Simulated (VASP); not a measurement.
# Re (P6_3/mmc) in VASP: a series of runs

The runs below take Re through single point, relaxation of cell and atoms, with PBE+D3(BJ).

All numbers are computed with VASP 6.6.1; they aren't measurements. Logs are shortened: lines on timing, memory, paths and dates and some standing lists are left out, and cuts for length are marked.

## Step 1: The cell of the first run

The structure is hexagonal, space group P6_3/mmc (No. 194). The conventional cell has a = 2.759 Å, b = 2.759 Å, c = 8.893 Å, α = 90.00°, β = 90.00°, γ = 120.00°. Within 3.6 Å of Re (site symmetry -3m) lie 12 Re at 2.73 to 2.76 Å. Re (site symmetry -6m2) has 12 Re at 2.73 to 2.76 Å within 3.6 Å.

## Step 2: Single point, PBE+D3(BJ)

Input file INCAR:

```
SYSTEM = Re
PREC = Accurate
ENCUT = 520
EDIFF = 1E-6
ISMEAR = 0
SIGMA = 0.1
LREAL = .FALSE.
LASPH = .TRUE.
NELM = 60
ALGO = Fast
ISIF = 2
LWAVE = .FALSE.
LCHARG = .FALSE.
GGA = PE
IVDW = 12
NBANDS = 22
```

Input file KPOINTS:

```
regular mesh
0
G
  18 18 6
  0 0 0
```

Input file POSCAR:

```
Re
1.0
    2.7587096470      0.0000000000      0.0000000000
   -1.3793548235      2.3891126360      0.0000000000
    0.0000000000      0.0000000000      8.8933092748
Re
4
Direct
    0.0000000000      0.0000000000      0.0000000000
    0.3333333333      0.6666666667      0.2500000000
    0.0000000000      0.0000000000      0.5000000000
    0.6666666667      0.3333333333      0.7500000000
```

Potentials or basis: VASP PAW PBE potentials, release 64 (Re).

Run with:

```bash
> cat potpaw_PBE.64/Re/POTCAR > POTCAR
> mpirun -np 1 vasp_std > vasp.out
```

OUTCAR:

```text
SYSTEM = Re
   PREC = Accurate
   ENCUT = 520
   EDIFF = 1E-6
   ISMEAR = 0
   LREAL = .FALSE.
   LASPH = .TRUE.
   NELM = 60
   ISIF = 2
   GGA = PE
   IVDW = 12
 IVDW          = 12

 ion  position               nearest neighbor table
   1  0.000  0.000  0.000-   2 2.73   4 2.73   4 2.73   2 2.73   4 2.73   2 2.73
   2  0.333  0.667  0.250-   1 2.73   3 2.73   1 2.73   3 2.73   1 2.73   3 2.73
   3  0.000  0.000  0.500-   2 2.73   4 2.73   4 2.73   2 2.73   4 2.73   2 2.73
   4  0.667  0.333  0.750-   1 2.73   3 2.73   1 2.73   3 2.73   1 2.73   3 2.73

  LATTYP: Found a hexagonal cell.
 ALAT       =     2.7587096470
 C/A-ratio  =     3.2237206567

  Lattice vectors:

 A1 = (   2.7587096470,   0.0000000000,   0.0000000000)
 A2 = (  -1.3793548235,   2.3891126360,   0.0000000000)
 A3 = (   0.0000000000,   0.0000000000,   8.8933092748)

Analysis of symmetry for initial positions (statically):
=====================================================================
 Subroutine PRICEL returns:
 Original cell was already a primitive cell.

 Routine SETGRP: Setting up the symmetry group for a
 hexagonal supercell.

 Subroutine GETGRP returns: Found 24 space group operations
 (whereof 12 operations were pure point group operations)
 out of a pool of 24 trial point group operations.

The static configuration has the point symmetry D_3d.
 The point group associated with its full space group is D_6h.

Analysis of symmetry for dynamics (positions and initial velocities):
=====================================================================
 Subroutine PRICEL returns:
 Original cell was already a primitive cell.

 Routine SETGRP: Setting up the symmetry group for a
 hexagonal supercell.

 Subroutine GETGRP returns: Found 24 space group operations
 (whereof 12 operations were pure point group operations)
 out of a pool of 24 trial point group operations.

The dynamic configuration has the point symmetry D_3d.
 The point group associated with its full space group is D_6h.

 Subroutine INISYM returns: Found 24 space group operations
 (whereof 12 operations are pure point group operations),
 and found     1 'primitive' translations

----------------------------------------------------------------------------------------

                                     Primitive cell

  volume of cell :      58.6146

  direct lattice vectors                    reciprocal lattice vectors
     2.758709647  0.000000000  0.000000000     0.362488311  0.209282724  0.000000000
    -1.379354823  2.389112636  0.000000000     0.000000000  0.418565448  0.000000000
[... 94 lines left out ...]
   NFREE  =      0    steps in history (QN), initial steepest desc. (CG)
   ISIF   =      2    stress and relaxation
   ISYM   =      2    0-nonsym 1-usesym 2-fastsym
   POTIM  = 0.5000    time-step for ionic-motion
   TEBEG  =    0.0;   TEEND  =   0.0 temperature during run
   PSTRESS=    0.0 pullay stress
   NELECT =      28.0000    total number of electrons
   NUPDOWN=      -1.0000    fix difference up-down
   EMIN   =  10.00;   EMAX   =-10.00  energy-range for DOS
   EFERMI =   0.00;   METHOD = LEGACY
   ISMEAR =     0;   SIGMA  =   0.10  broadening in eV -4-tet -1-fermi 0-gaus
   EFERMI_NEDOS =   21; number of points for ismear=-14 and -15
   IALGO  =     68    algorithm
   IMIX   =      4    mixing-type and parameters
     AMIX     =   0.40;   BMIX     =  1.00
     AMIX_MAG =   1.60;   BMIX_MAG =  1.00
  volume/ion in A,a.u.               =      14.65        98.89
  Fermi-wavevector in a.u.,A,eV,Ry     =   1.279751  2.418379 22.283116  1.637763
  Thomas-Fermi vector in A             =   2.412219
   LORBIT       =      0    0 simple, 1 ext, 2 COOP (PROOUT), +10 PAW based schemes
   GGA     = PE    functional components
   LHFCALC =     F    Hartree Fock is set to
   AEXX    =    0.0000 exact exchange contribution
   IVDW    =    12    specifies the selected vdW correction
   LEPSILON=     F    determine dielectric tensor
   LRPA    =     F    only Hartree local field effects (RPA)
 non-spin polarized calculation
 RMM-DIIS sequential band-by-band and
 Gauss-broadening in eV      SIGMA  =   0.10
  energy-cutoff  :      520.00
  volume of cell :       58.61
 maximum number of plane-waves:      1596
 NGX is ok and might be reduce to    24
   NGX = 11   NGY = 11   NGZ = 33

 number of electron      27.9999999 magnetization

 Free energy of the ion-electron system (eV)
  ---------------------------------------------------
  ext. energy  EPLUGINS =         0.00000000
  ---------------------------------------------------
  free energy    TOTEN  =       -49.68917668 eV

  energy without entropy =      -49.67701243  energy(sigma->0) =      -49.68309456

 E-fermi :   8.0429     XC(G=0): -13.7528

 val. band max:        8.0426254631   @ k =   0.2778   0.0556   0.0000
 cond. band min:       8.0436101601   @ k =   0.4444   0.0556   0.0000
 fundamental gap:      0.0009846970
 Fermi energy:         8.0428553938

 k-point     1 :       0.0000    0.0000    0.0000
  band No.  band energies     occupation
      1      -1.9585      2.00000
      2       0.3712      2.00000
      3       0.4421      2.00000
      4       1.3015      2.00000
      5       5.4809      2.00000
      6       5.5803      2.00000
[... 589 lines left out ...]
     21      12.9549      0.00000
     22      13.9507      0.00000

 [... further k-points ...]

------------------------ aborting loop because EDIFF is reached ----------------------------------------

 Edisp (eV)   -2.63224

 E8    (eV) :    -1.3254

  FORCE on cell =-STRESS in cart. coord.  units (eV):
  Direction    XX          YY          ZZ          XY          YZ          ZX
  --------------------------------------------------------------------------------------
  -------------------------------------------------------------------------------------
  Total      -0.12557    -0.12557    -0.16029    -0.00000     0.00000     0.00000
  in kB      -3.43227    -3.43227    -4.38145    -0.00000     0.00000     0.00000
  external pressure =       -3.75 kB  Pullay stress =        0.00 kB

 VOLUME and BASIS-vectors are now :
 -----------------------------------------------------------------------------
  energy-cutoff  :      520.00
  volume of cell :       58.61
      direct lattice vectors                 reciprocal lattice vectors
     2.758709647  0.000000000  0.000000000     0.362488311  0.209282724  0.000000000
    -1.379354823  2.389112636  0.000000000     0.000000000  0.418565448  0.000000000
     0.000000000  0.000000000  8.893309275     0.000000000  0.000000000  0.112444082

 POSITION                                       TOTAL-FORCE (eV/Angst)
 -----------------------------------------------------------------------------------
      0.00000      0.00000      0.00000        -0.000000      0.000000      0.000000
     -0.00000      1.59274      2.22333        -0.000000     -0.000000     -0.000000
      0.00000      0.00000      4.44665        -0.000000      0.000000      0.000000
      1.37935      0.79637      6.66998         0.000000      0.000000     -0.000000
 -----------------------------------------------------------------------------------
    total drift:                               -0.000000      0.000000      0.000000

  FREE ENERGIE OF THE ION-ELECTRON SYSTEM (eV)
  ---------------------------------------------------
  free  energy   TOTEN  =       -52.3214158971 eV

  energy  without entropy=      -52.3092516470  energy(sigma->0) =      -52.31533377
```

stdout:

```text
POSCAR found type information on POSCAR Re
 POSCAR found :  1 types and       4 ions
 scaLAPACK will be used
 LDA part: xc-table for (Slater+PW92), standard interpolation
 POSCAR, INCAR and KPOINTS ok, starting setup
 FFT: planning ... GRIDC
 FFT: planning ... GRID_SOFT
 FFT: planning ... GRID
 WAVECAR not read
 entering main loop
```

It took 7.5 min on 1 thread of Intel Xeon 8259CL, shared host; peak memory 0.31 GiB.

What came out:

| Quantity | Value |
| --- | --- |
| Free energy | -52.3214 eV |
| Pressure | -0.4 GPa |
| Band gap on the k mesh | zero (bands 14 and 15 overlap by 2.56 eV) |
| Dispersion energy per atom | -0.658 eV |

Stress tensor (GPa, compression positive):
```
-0.34  0.00  0.00
 0.00 -0.34  0.00
 0.00  0.00 -0.44
```

Levels at points of the mesh, in eV from the Fermi level:
| k point | band 11 | band 12 | band 13 | band 14 | band 15 | band 16 | band 17 | band 18 |
| --- | --- | --- | --- | --- | --- | --- | --- | --- |
| (0.00, 0.00, 0.00) | -1.64 | -1.26 | -1.26 | -1.14 | -1.14 | 0.53 | 0.62 | 0.62 |
| (0.50, 0.00, 0.00) | -0.82 | 0.29 | 0.29 | 1.14 | 2.12 | 3.90 | 3.93 | 4.07 |
| (0.00, 0.00, 0.50) | -1.49 | -1.49 | -1.49 | -1.49 | -1.10 | -1.10 | 1.16 | 1.16 |
| (0.50, 0.00, 0.50) | -0.67 | -0.67 | 0.28 | 0.28 | 2.71 | 2.71 | 3.97 | 3.98 |

Caveat: spin-orbit coupling is left out, which moves the levels of the heavy elements.

## Step 3: Relaxation of cell and atoms, PBE+D3(BJ)

This run uses another cell than the first one, of 14.81 Å³/atom.

Input file INCAR:

```
PREC = Accurate ; ENCUT = 600
EDIFF = 1E-6 ; ISMEAR = 0
SIGMA = 0.1 ; LREAL = False
LASPH = True ; NELM = 100
ALGO = Fast ; ISIF = 3
LWAVE = False ; LCHARG = False
GGA = PE ; IVDW = 12
IBRION = 2 ; NSW = 100
EDIFFG = -0.005
```

Input file KPOINTS:

```
Automatic mesh
0
Gamma
  18 18 6
```

Input file POSCAR:

```
Re
1.0
    2.7663873939      0.0000000000      0.0000000000
   -1.3831936969      2.3957617598      0.0000000000
    0.0000000000      0.0000000000      8.9388451600
Re
4
Direct
    0.0000000000      0.0000000000      0.0000000000
    0.3333333300      0.6666666700      0.2500000000
    0.0000000000      0.0000000000      0.5000000000
    0.6666666700      0.3333333300      0.7500000000
```

Potentials or basis: VASP PAW PBE potentials, release 64 (Re).

Run with:

```bash
> cat potpaw_PBE.64/Re/POTCAR > POTCAR
> mpirun -np 1 vasp_std > vasp.out
```

OUTCAR:

```text
PREC = Accurate
   ENCUT = 600
   EDIFF = 1E-6
   ISMEAR = 0
   LREAL = False
   LASPH = True
   NELM = 100
   ISIF = 3
   GGA = PE
   IVDW = 12
   IBRION = 2
   NSW = 100
   EDIFFG = -0.005
 IVDW          = 12

 ion  position               nearest neighbor table
   1  0.000  0.000  0.000-   2 2.75   4 2.75   2 2.75   4 2.75   4 2.75   2 2.75
   2  0.333  0.667  0.250-   1 2.75   3 2.75   1 2.75   3 2.75   1 2.75   3 2.75
   3  0.000  0.000  0.500-   2 2.75   4 2.75   2 2.75   4 2.75   4 2.75   2 2.75
   4  0.667  0.333  0.750-   1 2.75   3 2.75   1 2.75   3 2.75   1 2.75   3 2.75

  LATTYP: Found a hexagonal cell.
 ALAT       =     2.7663873939
 C/A-ratio  =     3.2312340563

  Lattice vectors:

 A1 = (   2.7663873939,   0.0000000000,   0.0000000000)
 A2 = (  -1.3831936969,   2.3957617598,   0.0000000000)
 A3 = (   0.0000000000,   0.0000000000,   8.9388451600)

Analysis of symmetry for initial positions (statically):
=====================================================================
 Subroutine PRICEL returns:
 Original cell was already a primitive cell.

 Routine SETGRP: Setting up the symmetry group for a
 hexagonal supercell.

 Subroutine GETGRP returns: Found 24 space group operations
 (whereof 12 operations were pure point group operations)
 out of a pool of 24 trial point group operations.

The static configuration has the point symmetry D_3d.
[... 181 lines left out ...]
  -------------------------------------------------------------------------------------
  Total      -1.43317    -1.43317    -1.87442    -0.00000     0.00000     0.00000
  in kB     -38.75887   -38.75887   -50.69208    -0.00000     0.00000     0.00000
  external pressure =      -42.74 kB  Pullay stress =        0.00 kB
[... 103 lines left out ...]
  FREE ENERGIE OF THE ION-ELECTRON SYSTEM (eV)
  ---------------------------------------------------
  free  energy   TOTEN  =       -52.3258364659 eV

  energy  without entropy=      -52.3137965841  energy(sigma->0) =      -52.31981652

[... ionic steps 4 to 7 ...]

--------------------------------------- Ionic step        8  -------------------------------------------

 number of electron      28.0000000 magnetization

------------------------ aborting loop because EDIFF is reached ----------------------------------------
[... 79 lines left out ...]
--------------------------------------- Ionic step       10  -------------------------------------------

 number of electron      28.0000000 magnetization

 Free energy of the ion-electron system (eV)
  ---------------------------------------------------
  ext. energy  EPLUGINS =         0.00000000
  ---------------------------------------------------
  free energy    TOTEN  =       -49.69191201 eV

  energy without entropy =      -49.67976323  energy(sigma->0) =      -49.68583762

 E-fermi :   8.0517     XC(G=0): -13.7564

 val. band max:        8.0500146205   @ k =   0.2778   0.0556   0.0000
 cond. band min:       8.0518038998   @ k =   0.4444   0.0556   0.0000
 fundamental gap:      0.0017892792
 Fermi energy:         8.0517139689

 k-point     1 :       0.0000    0.0000    0.0000
  band No.  band energies     occupation
      1      -1.9550      2.00000
      2       0.3766      2.00000
      3       0.4476      2.00000
      4       1.3051      2.00000
      5       5.4886      2.00000
      6       5.5882      2.00000
[... 481 lines left out ...]
      5       3.6640      2.00000
      6       3.8152      2.00000
[... 10 lines left out ...]
     17      11.3550      0.00000
     18      11.5325      0.00000

 [... further k-points ...]

------------------------ aborting loop because EDIFF is reached ----------------------------------------

 Edisp (eV)   -2.63408

 E8    (eV) :    -1.3264
[... 27 lines left out ...]
  FREE ENERGIE OF THE ION-ELECTRON SYSTEM (eV)
  ---------------------------------------------------
  free  energy   TOTEN  =       -52.3259898297 eV

  energy  without entropy=      -52.3138410460  energy(sigma->0) =      -52.31991544

 reached required accuracy - stopping structural energy minimisation
```

OSZICAR:

```text
N       E                     dE             d eps       ncg     rms          rms(c)
DAV:   1     0.221921609977E+03    0.22192E+03   -0.13102E+04  9650   0.209E+03
DAV:   2    -0.147710311209E+02   -0.23669E+03   -0.22137E+03 10086   0.881E+02
DAV:   3    -0.457071674276E+02   -0.30936E+02   -0.27927E+02  9472   0.456E+02
[... 201 lines left out ...]
DAV:   1    -0.496919843709E+02    0.31319E-02   -0.10131E-02  8026   0.542E+00    0.305E-01
RMM:   2    -0.496919214966E+02    0.62874E-04   -0.24079E-05  4738   0.319E-01    0.655E-02
RMM:   3    -0.496919096178E+02    0.11879E-04   -0.11679E-04  6840   0.227E-01    0.181E-02
RMM:   4    -0.496919114060E+02   -0.17882E-05   -0.36240E-05  4058   0.106E-01    0.464E-02
RMM:   5    -0.496919120106E+02   -0.60465E-06   -0.54805E-06  4296   0.117E-01
  10 F= -.52325990E+02 E0= -.52319915E+02  d E =-.809156E-05
```

CONTCAR:

```text
Re
   1.00000000000000
     2.7582701366570848   -0.0000000000001698    0.0000000000000000
    -1.3791350682788359    2.3887320088188995   -0.0000000000000000
     0.0000000000000000    0.0000000000000000    8.8901068245744579
  Re
     4
Direct
     0.0000000000000000    0.0000000000000000    0.0000000000000000
     0.3333333300000021    0.6666666699999979    0.2500000000000000
     0.0000000000000000    0.0000000000000000    0.5000000000000000
     0.6666666699999979    0.3333333300000021    0.7500000000000000

  0.00000000E+00  0.00000000E+00  0.00000000E+00
  0.00000000E+00  0.00000000E+00  0.00000000E+00
  0.00000000E+00  0.00000000E+00  0.00000000E+00
  0.00000000E+00  0.00000000E+00  0.00000000E+00
```

Wall time 49 min (1 thread of Intel Xeon 8259CL, shared host); peak memory 0.36 GiB.

Results:

```yaml
Free_energy: -52.3260 eV
Relaxed_volume: 14.64 Å³/atom
Relaxed_cell: a = 2.758 Å, b = 2.758 Å, c = 8.890 Å, α = 90.00°, β = 90.00°, γ = 120.00°
Space_group_after_relaxing_to_0.1_Å: P6_3/mmc (No. 194)
Energy_gained_by_relaxing: 2.7 meV/atom
Ionic_steps: 10
Pressure_after_relaxing: 0.0 GPa
Dispersion_energy_per_atom: -0.659 eV
```

The path:
| step | energy change (eV) | largest force (eV/Å) | pressure (GPa) | volume (Å³) |
| --- | --- | --- | --- | --- |
| 1 | 0.0000 | 0.0000 | -4.27 | 59.24 |
| 2 | 0.1503 | 0.0000 | 20.24 | 55.92 |
| 3 | -0.0106 | 0.0000 | 0.02 | 58.58 |
| 4 | -0.0106 | 0.0000 | 0.01 | 58.56 |
| 5 | 0.0286 | 0.0000 | 9.64 | 57.23 |
| 6 | -0.0106 | 0.0000 | 0.14 | 58.55 |
| 7 | -0.0106 | 0.0000 | 0.12 | 58.56 |
| 8 | -0.0107 | 0.0000 | 0.16 | 58.55 |
| 9 | -0.0106 | 0.0000 | -0.48 | 58.65 |
| 10 | -0.0107 | 0.0000 | 0.00 | 58.57 |

Final structure:
```xyz
4
Lattice="2.7583 0.0000 0.0000 -1.3791 2.3887 0.0000 0.0000 0.0000 8.8901" Properties=species:S:1:pos:R:3 pbc="T T T"
Re    0.0000    0.0000    0.0000
Re    0.0000    1.5925    2.2225
Re    0.0000    0.0000    4.4451
Re    1.3791    0.7962    6.6676
```

Caveat: the highest band is partly filled, so the run has too few bands; spin-orbit coupling is left out, which moves the levels of the heavy elements.
